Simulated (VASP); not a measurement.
Wanted: the native input for a VASP 6.6.1 run.

```
Task                   : single point
Functional             : PBEsol
Dispersion             : D3(BJ)
Potentials or basis    : VASP PAW PBE potentials, release 64 (W_sv)
Cutoff                 : 520 eV
k mesh                 : 12 × 12 × 12
Occupations            : fermi-dirac, width 0.05 eV
Spin                   : no spin polarisation
Dipole correction      : no
Further INCAR settings : ALGO = Fast; EDIFF = 1e-07; NBANDS = 13
```

The structure of W lies in POSCAR:

```
W
1.0
   -1.5645006617      1.5645006617      1.5645006617
    1.5645006617     -1.5645006617      1.5645006617
    1.5645006617      1.5645006617     -1.5645006617
W
1
Direct
    0.0000000000      0.0000000000      0.0000000000
```

These files were run (other wordings do the same):

INCAR

```
SYSTEM = W
PREC = Accurate ; ENCUT = 520
EDIFF = 1E-7 ; ISMEAR = -1
SIGMA = 0.05 ; LREAL = .FALSE.
LASPH = .TRUE. ; NELM = 60
ALGO = Fast ; ISIF = 2
LWAVE = .FALSE. ; LCHARG = .FALSE.
GGA = PS ; IVDW = 12
NBANDS = 13
```

KPOINTS

```
regular mesh
0
G
  12 12 12
  0 0 0
```

Potentials or basis: VASP PAW PBE potentials, release 64 (W_sv).

Launch:

```sh
$ cat potpaw_PBE.64/W_sv/POTCAR > POTCAR
$ mpirun -np 1 vasp_std > vasp.out
```

It gave:

The pressure is 0.8 GPa and the band gap on the k mesh is zero (band 7 reaches 17.21 eV, above the bottom of band 8 at 10.49 eV). The dispersion energy per atom is -0.770 eV.

Caveat: the PAW data sets were made with another functional, which shifts forces and pressure a little; spin-orbit coupling is left out, which moves the levels of the heavy elements; pairwise dispersion overbinds metals, which lowers pressure and volume.

It took 8.7 s on 1 thread of Intel(R) Xeon(R) Platinum 8375C CPU @ 2.90GHz (Ice Lake) (shared host), peak memory 0.14 GiB.
